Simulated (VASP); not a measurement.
Input of a VASP 6.6.1 run:

File INCAR:

```
SYSTEM = Ge
ALGO = Normal
EDIFF = 1E-7
ENCUT = 520
GGA = PE
ISIF = 2
ISMEAR = 0
LASPH = .TRUE.
LCHARG = .TRUE.
LELF = .TRUE.
LREAL = .FALSE.
LVHAR = .TRUE.
LWAVE = .FALSE.
NBANDS = 51
NELM = 80
PREC = Accurate
SIGMA = 0.1
```

KPOINTS

```
k-points
0
G
  6 6 6
  0 0 0
```

File POSCAR:

```
Ge
1.0
    2.0362879772      1.1756514100      9.9914527102
   -2.0362879772      1.1756514100      9.9914527102
    0.0000000000     -2.3513028253      9.9914527096
Ge
6
Direct
    0.2358195081      0.2358195081      0.2358195081
    0.4585055086      0.4585055086      0.4585055086
    0.6805308212      0.6805308212      0.6805308212
    0.3194691788      0.3194691788      0.3194691788
    0.7641804919      0.7641804919      0.7641804919
    0.5414944914      0.5414944914      0.5414944914
```

Potentials or basis: VASP PAW PBE potentials, release 64 (Ge_d).

Command:

```bash
$ cat potpaw_PBE.64/Ge_d/POTCAR > POTCAR
$ mpirun -np 1 vasp_std > vasp.out
```

Estimate the band gap on the k mesh.

zero (bands 42 and 43 overlap by 0.23 eV).

What does it give for the pressure?

-0.1 GPa.

Forces in eV/Å, atoms in the order of the input:
```
Ge   0.000  0.000 -0.007
Ge   0.000  0.000 -0.009
Ge   0.000  0.000 -0.010
Ge   0.000  0.000  0.010
Ge   0.000  0.000  0.007
Ge   0.000  0.000  0.009
```

Caveat: semilocal functionals underestimate gaps, so a narrow gap can read as zero.
